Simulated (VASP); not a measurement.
# NaTa6 in VASP: further runs

The runs below take NaTa6 through single point, with PBEsol.

Everything below comes from runs of VASP 6.6.1. Logs are shortened: lines on timing, memory, paths and dates and some standing lists are left out, and cuts for length are marked.

### Step 1. The cell of the first run

The cell holds a slab with vacuum, 7 atoms: a = 4.639 Å, b = 4.639 Å, c = 19.944 Å, α = 90.00°, β = 90.00°, γ = 120.00°.

### Step 2. Single point, PBEsol

Input file INCAR:

```
PREC = Accurate
ENCUT = 520
EDIFF = 1E-6
ISMEAR = 0
SIGMA = 0.1
LREAL = False
LASPH = True
NELM = 80
ALGO = Normal
ISIF = 2
LWAVE = False
LCHARG = False
LDIPOL = True
IDIPOL = 3
DIPOL = 0.5 0.5 0.353
GGA = PS
NBANDS = 46
```

Input file KPOINTS:

```
Automatic mesh
0
Gamma
  6 6 1
```

Input file POSCAR:

```
NaTa6
1.0
    4.6392671641      0.0000000000      0.0000000000
   -2.3196335821      4.0177232191      0.0000000000
    0.0000000000      0.0000000000     19.9438808552
Ta Na
6 1
Direct
    0.6666666667      0.3333333333      0.2005627706
    0.3333333333      0.6666666667      0.2480453268
    0.0000000000      0.0000000000      0.2955278831
    0.6666666667      0.3333333333      0.3400187737
    0.3333333333      0.6666666667      0.3814681521
    0.0000000000      0.0000000000      0.4233820346
    0.0000000000      0.0000000000      0.5830521625
```

Potentials or basis: VASP PAW PBE potentials, release 64 (Ta_pv, Na_pv).

Launch:

```sh
$ cat potpaw_PBE.64/Ta_pv/POTCAR potpaw_PBE.64/Na_pv/POTCAR > POTCAR
$ mpirun -np 1 vasp_std > vasp.out
```

OUTCAR:

```text
PREC = Accurate
   ENCUT = 520
   EDIFF = 1E-6
   ISMEAR = 0
   LREAL = False
   LASPH = True
   NELM = 80
   ISIF = 2
   GGA = PS

 ion  position               nearest neighbor table
   1  0.667  0.333  0.201-   4 2.78   2 2.84   2 2.84   2 2.84   3 3.28   3 3.28   3 3.28
   2  0.333  0.667  0.248-   5 2.66   1 2.84   1 2.84   3 2.84   1 2.84   3 2.84   3 2.84   4 3.25
                             4 3.25   4 3.25
   3  0.000  0.000  0.296-   6 2.55   4 2.82   4 2.82   4 2.82   2 2.84   2 2.84   2 2.84   5 3.18
                             5 3.18   5 3.18   1 3.28   1 3.28   1 3.28
   4  0.667  0.333  0.340-   1 2.78   5 2.80   5 2.80   5 2.80   3 2.82   3 2.82   3 2.82   6 3.15
                             6 3.15   6 3.15   2 3.25   2 3.25   2 3.25
   5  0.333  0.667  0.381-   2 2.66   4 2.80   4 2.80   4 2.80   6 2.81   6 2.81   6 2.81   3 3.18
                             3 3.18   3 3.18
   6  0.000  0.000  0.423-   3 2.55   5 2.81   5 2.81   5 2.81   4 3.15   4 3.15   4 3.15   7 3.18

   7  0.000  0.000  0.583-   6 3.18

  LATTYP: Found a hexagonal cell.
 ALAT       =     4.6392671641
 C/A-ratio  =     4.2989291519

  Lattice vectors:

 A1 = (   4.6392671641,   0.0000000000,   0.0000000000)
 A2 = (  -2.3196335821,   4.0177232191,   0.0000000000)
 A3 = (   0.0000000000,   0.0000000000,  19.9438808552)

Analysis of symmetry for initial positions (statically):
=====================================================================
 Subroutine PRICEL returns:
 Original cell was already a primitive cell.

 Routine SETGRP: Setting up the symmetry group for a
 hexagonal supercell.

 Subroutine GETGRP returns: Found  6 space group operations
 (whereof  6 operations were pure point group operations)
 out of a pool of 24 trial point group operations.

The static configuration has the point symmetry C_3v.

Analysis of symmetry for dynamics (positions and initial velocities):
=====================================================================
 Subroutine PRICEL returns:
 Original cell was already a primitive cell.

 Routine SETGRP: Setting up the symmetry group for a
 hexagonal supercell.

 Subroutine GETGRP returns: Found  6 space group operations
 (whereof  6 operations were pure point group operations)
 out of a pool of 24 trial point group operations.

The dynamic configuration has the point symmetry C_3v.

 Subroutine INISYM returns: Found  6 space group operations
 (whereof  6 operations are pure point group operations),
 and found     1 'primitive' translations

----------------------------------------------------------------------------------------

                                     Primitive cell

  volume of cell :     371.7398

  direct lattice vectors                    reciprocal lattice vectors
     4.639267164  0.000000000  0.000000000     0.215551285  0.124448593  0.000000000
    -2.319633582  4.017723219  0.000000000     0.000000000  0.248897185  0.000000000
     0.000000000  0.000000000 19.943880855     0.000000000  0.000000000  0.050140693

  length of vectors
     4.639267164  4.639267164 19.943880855     0.248897185  0.248897185  0.050140693

  position of ions in fractional coordinates (direct lattice)
     0.666666667  0.333333333  0.200562771
     0.333333333  0.666666667  0.248045327
     0.000000000  0.000000000  0.295527883
     0.666666667  0.333333333  0.340018774
     0.333333333  0.666666667  0.381468152
     0.000000000  0.000000000  0.423382035
     0.000000000  0.000000000  0.583052163

  ion indices of the primitive-cell ions
   primitive index   ion index
                 1           1
                 2           2
                 3           3
                 4           4
                 5           5
                 6           6
                 7           7

----------------------------------------------------------------------------------------

 KPOINTS: Automatic mesh

Automatic generation of k-mesh.
 Grid dimensions read from file:
 generate k-points for:    6    6    1

 Generating k-lattice:

  Cartesian coordinates                     Fractional coordinates (reciprocal lattice)
     0.035925214  0.020741432  0.000000000     0.166666667  0.000000000  0.000000000
     0.000000000  0.041482864  0.000000000     0.000000000  0.166666667  0.000000000
     0.000000000  0.000000000  0.050140693     0.000000000  0.000000000  1.000000000

  Length of vectors
     0.041482864  0.041482864  0.050140693

  Shift w.r.t. Gamma in fractional coordinates (k-lattice)
     0.000000000  0.000000000  0.000000000

 Subroutine IBZKPT returns following result:
 ===========================================

 Found      7 irreducible k-points:

 Following reciprocal coordinates:
            Coordinates               Weight
  0.000000  0.000000  0.000000      1.000000
  0.166667  0.000000  0.000000      6.000000
  0.333333 -0.000000  0.000000      6.000000
  0.500000  0.000000  0.000000      3.000000
  0.166667  0.166667  0.000000      6.000000
  0.333333  0.166667  0.000000     12.000000
  0.333333  0.333333  0.000000      2.000000
   k-points           NKPTS =      7   k-points in BZ     NKDIM =      7   number of bands    NBANDS=     46
   number of dos      NEDOS =    301   number of ions     NIONS =      7
   total plane-waves  NPLWV = 194400
   dimension x,y,z NGX =    36 NGY =   36 NGZ =  150
   dimension x,y,z NGXF=    72 NGYF=   72 NGZF=  300
   ions per type =               6   1
   NGX,Y,Z   is equivalent  to a cutoff of  12.90, 12.90, 12.50 a.u.
   NGXF,Y,Z  is equivalent  to a cutoff of  25.80, 25.80, 25.01 a.u.
 SYSTEM =  unknown system
   PREC   = accura    normal or accurate (medium, high low for compatibility)
   ISTART =      0    job   : 0-new  1-cont  2-samecut
   ICHARG =      2    charge: 1-file 2-atom 10-const
   ISPIN  =      1    spin polarized calculation?
   LNONCOLLINEAR =      F non collinear calculations
   LSORBIT =      F    spin-orbit coupling
   LASPH  =      T    aspherical Exc in radial PAW
   ENCUT  =  520.0 eV  38.22 Ry    6.18 a.u.   8.63  8.63 37.08*2*pi/ulx,y,z
   NELM   =     80;   NELMIN=  2; NELMDL= -5     # of ELM steps
   EDIFF  = 0.1E-05   stopping-criterion for ELM
   LREAL  =      F    real-space projection
   EDIFFG = 0.1E-04   stopping-criterion for IOM
   NSW    =      0    number of steps for IOM
   IBRION =     -1    ionic relax: 0-MD 1-quasi-New 2-CG
   NFREE  =      0    steps in history (QN), initial steepest desc. (CG)
   ISIF   =      2    stress and relaxation
   ISYM   =      2    0-nonsym 1-usesym 2-fastsym
   POTIM  = 0.5000    time-step for ionic-motion
   TEBEG  =    0.0;   TEEND  =   0.0 temperature during run
   PSTRESS=    0.0 pullay stress
   NELECT =      73.0000    total number of electrons
   NUPDOWN=      -1.0000    fix difference up-down
   EMIN   =  10.00;   EMAX   =-10.00  energy-range for DOS
   EFERMI =   0.00;   METHOD = LEGACY
   ISMEAR =     0;   SIGMA  =   0.10  broadening in eV -4-tet -1-fermi 0-gaus
   EFERMI_NEDOS =   21; number of points for ismear=-14 and -15
   IALGO  =     38    algorithm
   IMIX   =      4    mixing-type and parameters
     AMIX     =   0.40;   BMIX     =  1.00
     AMIX_MAG =   1.60;   BMIX_MAG =  1.00
  volume/ion in A,a.u.               =      53.11       358.37
  Fermi-wavevector in a.u.,A,eV,Ry     =   0.951560  1.798187 12.319614  0.905466
  Thomas-Fermi vector in A             =   2.080041
   LORBIT       =      0    0 simple, 1 ext, 2 COOP (PROOUT), +10 PAW based schemes
   GGA     = PS    functional components
   LHFCALC =     F    Hartree Fock is set to
   AEXX    =    0.0000 exact exchange contribution
   IVDW    =     0    specifies the selected vdW correction
   LEPSILON=     F    determine dielectric tensor
   LRPA    =     F    only Hartree local field effects (RPA)
 non-spin polarized calculation
 Gauss-broadening in eV      SIGMA  =   0.10
  energy-cutoff  :      520.00
  volume of cell :      371.74
 maximum number of plane-waves:     10037
 NGX is ok and might be reduce to    36
   NGX = 17   NGY = 17   NGZ = 75

 dipolmoment           0.000000      0.000000      0.295649 electrons x Angstroem

 number of electron      72.9999996 magnetization

 dipolmoment           0.000000      0.000000     -0.109194 electrons x Angstroem

 Free energy of the ion-electron system (eV)
  ---------------------------------------------------
  ext. energy  EPLUGINS =         0.00000000
  ---------------------------------------------------
  free energy    TOTEN  =       -69.33733335 eV

  energy without entropy =      -69.30288567  energy(sigma->0) =      -69.32010951

 E-fermi :  -0.1411     XC(G=0):  -5.6290

 val. band max:       -0.1471233951   @ k =   0.1667   0.1667   0.0000
 cond. band min:      -0.1128955410   @ k =   0.3333  -0.0000   0.0000
 fundamental gap:      0.0342278541
 Fermi energy:        -0.1411304035

 k-point     1 :       0.0000    0.0000    0.0000
  band No.  band energies     occupation
      1     -34.8527      2.00000
      2     -34.6642      2.00000
      3     -34.5298      2.00000
      4     -34.5298      2.00000
      5     -34.3469      2.00000
      6     -34.3469      2.00000
[... 38 lines left out ...]
     45       2.3638      0.00000
     46       2.3638      0.00000

 k-point     2 :       0.1667    0.0000    0.0000
  band No.  band energies     occupation
      1     -34.8613      2.00000
      2     -34.6830      2.00000
      3     -34.5710      2.00000
      4     -34.5431      2.00000
      5     -34.4289      2.00000
      6     -34.3942      2.00000
[... 38 lines left out ...]
     45       2.1890      0.00000
     46       2.3300      0.00000

 k-point     3 :       0.3333   -0.0000    0.0000
  band No.  band energies     occupation
      1     -34.8808      2.00000
      2     -34.7263      2.00000
      3     -34.6517      2.00000
      4     -34.5274      2.00000
      5     -34.4770      2.00000
      6     -34.3852      2.00000
[... 38 lines left out ...]
     45       2.2551      0.00000
     46       2.4307      0.00000

 k-point     4 :       0.5000    0.0000    0.0000
  band No.  band energies     occupation
      1     -34.8916      2.00000
      2     -34.7477      2.00000
      3     -34.6874      2.00000
      4     -34.5089      2.00000
      5     -34.4916      2.00000
      6     -34.3571      2.00000
[... 38 lines left out ...]
     45       1.9210      0.00000
     46       2.1593      0.00000

 k-point     5 :       0.1667    0.1667    0.0000
  band No.  band energies     occupation
      1     -34.8757      2.00000
      2     -34.7195      2.00000
      3     -34.5944      2.00000
      4     -34.5596      2.00000
      5     -34.4662      2.00000
      6     -34.4076      2.00000
[... 38 lines left out ...]
     45       1.9722      0.00000
     46       2.3997      0.00000

 k-point     6 :       0.3333    0.1667    0.0000
  band No.  band energies     occupation
      1     -34.8904      2.00000
      2     -34.7593      2.00000
      3     -34.6306      2.00000
      4     -34.5194      2.00000
      5     -34.4926      2.00000
      6     -34.3691      2.00000
[... 38 lines left out ...]
     45       1.7778      0.00000
     46       2.0474      0.00000

 k-point     7 :       0.3333    0.3333    0.0000
  band No.  band energies     occupation
      1     -34.8931      2.00000
      2     -34.7818      2.00000
      3     -34.5796      2.00000
      4     -34.5053      2.00000
      5     -34.4973      2.00000
      6     -34.3927      2.00000
[... 38 lines left out ...]
     45       1.6494      0.00000
     46       2.2113      0.00000

------------------------ aborting loop because EDIFF is reached ----------------------------------------

 vacuum level on the upper side and lower side of the slab       (xc-potential included)        -1.221         0.009

  FORCE on cell =-STRESS in cart. coord.  units (eV):
  Direction    XX          YY          ZZ          XY          YZ          ZX
  --------------------------------------------------------------------------------------
  -------------------------------------------------------------------------------------
  Total       -5.7860173     -5.7860173     -3.5749349      0.0000000      0.0000000      0.0000000
  in kB      -24.9374041    -24.9374041    -15.4077652      0.0000000      0.0000000      0.0000000
  external PRESSURE =     -21.7608578 kB  Pullay stress =       0.0000000 kB

 VOLUME and BASIS-vectors are now :
 -----------------------------------------------------------------------------
  energy-cutoff  :      520.00
  volume of cell :      371.74
      direct lattice vectors                 reciprocal lattice vectors
     4.639267164  0.000000000  0.000000000     0.215551285  0.124448593  0.000000000
    -2.319633582  4.017723219  0.000000000     0.000000000  0.248897185  0.000000000
     0.000000000  0.000000000 19.943880855     0.000000000  0.000000000  0.050140693

 POSITION                                       TOTAL-FORCE (eV/Angst)
 -----------------------------------------------------------------------------------
      2.31963      1.33924      4.00000        -0.000000      0.000000      1.810503
     -0.00000      2.67848      4.94699         0.000000     -0.000000     -0.058969
      0.00000      0.00000      5.89397         0.000000     -0.000000     -1.808107
      2.31963      1.33924      6.78129        -0.000000     -0.000000      0.091819
     -0.00000      2.67848      7.60796        -0.000000     -0.000000      0.159024
      0.00000      0.00000      8.44388         0.000000     -0.000000     -0.185136
      0.00000      0.00000     11.62832         0.000000     -0.000000     -0.009134
 -----------------------------------------------------------------------------------
    total drift:                                0.000000      0.000000      0.000542

  FREE ENERGIE OF THE ION-ELECTRON SYSTEM (eV)
  ---------------------------------------------------
  free  energy   TOTEN  =       -69.3373333537 eV

  energy  without entropy=      -69.3028856722  energy(sigma->0) =      -69.32010951

 vacuum level on the upper side and lower side of the slab         1.600         2.860
```

It took 3.7 min on 1 thread of Intel Xeon Platinum 8488C (Sapphire Rapids), shared host; peak memory 0.48 GiB.

Results:

- Free energy: -69.3373 eV
- Largest force: 1.811 eV/Å

Forces in eV/Å, atoms in the order of the input:
```
Ta   0.000  0.000  1.811
Ta   0.000  0.000 -0.059
Ta   0.000  0.000 -1.808
Ta   0.000  0.000  0.092
Ta   0.000  0.000  0.159
Ta   0.000  0.000 -0.185
Na   0.000  0.000 -0.009
```

Levels at points of the mesh, in eV from the Fermi level:
```
           k point  band 33  band 34  band 35  band 36  band 37  band 38  band 39  band 40  band 41  band 42
(0.00, 0.00, 0.00)    -1.10    -0.91    -0.91    -0.36    -0.36     0.10     0.20     0.26     0.26     1.85
(0.50, 0.00, 0.00)    -1.04    -0.93    -0.62    -0.26    -0.08     0.14     0.86     1.01     1.11     1.18
```

Caveat: the PAW data sets were made with another functional, which shifts forces and pressure a little; spin-orbit coupling is left out, which moves the levels of the heavy elements.

### Step 3. Single point, PBEsol

Input file INCAR:

```
  PREC = Accurate
  ENCUT = 520
  EDIFF = 1E-7
  ISMEAR = 0
  SIGMA = 0.1
  LREAL = False
  LASPH = True
  NELM = 100
  ALGO = Normal
  ISIF = 2
  LWAVE = False
  LCHARG = False
  LDIPOL = True
  IDIPOL = 3
  DIPOL = 0.5 0.5 0.347
  GGA = PS
  NBANDS = 46
```

Input file KPOINTS:

```
regular mesh
0
Gamma
  6 6 1
```

POSCAR, as its differences from that of step 2:

```diff
@@ -14,2 +14,2 @@
     0.0000000000      0.0000000000      0.4233820346
-    0.0000000000      0.0000000000      0.5830521625
+    0.3333333333      0.6666666667      0.5391495003
```

Potentials or basis: VASP PAW PBE potentials, release 64 (Ta_pv, Na_pv).

Launch:

```sh
$ cat potpaw_PBE.64/Ta_pv/POTCAR potpaw_PBE.64/Na_pv/POTCAR > POTCAR
$ mpirun -np 1 vasp_std > vasp.out
```

Run time: 3.8 min. Hardware: 1 thread of Intel Xeon Platinum 8488C (Sapphire Rapids), shared host; peak memory 0.49 GiB.

The run converged. Its results:

```
Free energy   : -69.9383 eV
Largest force : 1.905 eV/Å
```

Forces on the atoms (eV/Å):
```
Ta   0.000  0.000  1.772
Ta   0.000  0.000 -0.029
Ta   0.000  0.000 -1.905
Ta   0.000  0.000  0.040
Ta   0.000  0.000 -0.076
Ta   0.000  0.000  0.187
Na   0.000  0.000  0.011
```

Levels at points of the mesh, in eV from the Fermi level:
```
           k point  band 35  band 36  band 37  band 38  band 39  band 40
(0.00, 0.00, 0.00)    -0.97    -0.41    -0.41     0.15     0.21     0.21
(0.50, 0.00, 0.00)    -0.74    -0.30    -0.05     0.07     0.81     1.04
```

Caveat: the PAW data sets were made with another functional, which shifts forces and pressure a little; spin-orbit coupling is left out, which moves the levels of the heavy elements.

### Step 4. Single point, PBEsol

Input file INCAR:

```
PREC = Accurate
ENCUT = 520
EDIFF = 1E-7
ISMEAR = 0
SIGMA = 0.1
LREAL = False
LASPH = True
NELM = 80
ALGO = Normal
ISIF = 2
LWAVE = False
LCHARG = False
LDIPOL = True
IDIPOL = 3
DIPOL = 0.5 0.5 0.343
GGA = PS
NBANDS = 46
```

KPOINTS is that of step 3.

POSCAR, as its differences from that of step 3:

```diff
@@ -14,2 +14,2 @@
     0.0000000000      0.0000000000      0.4233820346
-    0.3333333333      0.6666666667      0.5391495003
+    0.6666666667      0.3333333333      0.5147415480
```

Launch:

```sh
$ cat potpaw_PBE.64/Ta_pv/POTCAR potpaw_PBE.64/Na_pv/POTCAR > POTCAR
$ mpirun -np 1 vasp_std > vasp.out
```

Run time: 4.1 min. Hardware: 1 thread of Intel Xeon Platinum 8488C (Sapphire Rapids), shared host; peak memory 0.47 GiB.

Results (log left out):

```
Free energy   : -70.1815 eV
Largest force : 1.874 eV/Å
```

Forces in eV/Å, atoms in the order of the input:
```
Ta   0.000  0.000  1.722
Ta   0.000  0.000 -0.053
Ta   0.000  0.000 -1.874
Ta   0.000  0.000  0.075
Ta   0.000  0.000  0.519
Ta   0.000  0.000 -0.392
Na   0.000  0.000  0.003
```

Levels at points of the mesh, in eV from the Fermi level:
```
           k point  band 33  band 34  band 35  band 36  band 37  band 38  band 39  band 40  band 41  band 42
(0.00, 0.00, 0.00)    -1.04    -1.04    -0.86    -0.44    -0.44     0.15     0.22     0.22     1.11     2.26
(0.50, 0.00, 0.00)    -1.14    -0.98    -0.75    -0.31    -0.04     0.09     0.80     1.02     1.12     1.24
```

Caveat: the PAW data sets were made with another functional, which shifts forces and pressure a little; spin-orbit coupling is left out, which moves the levels of the heavy elements.
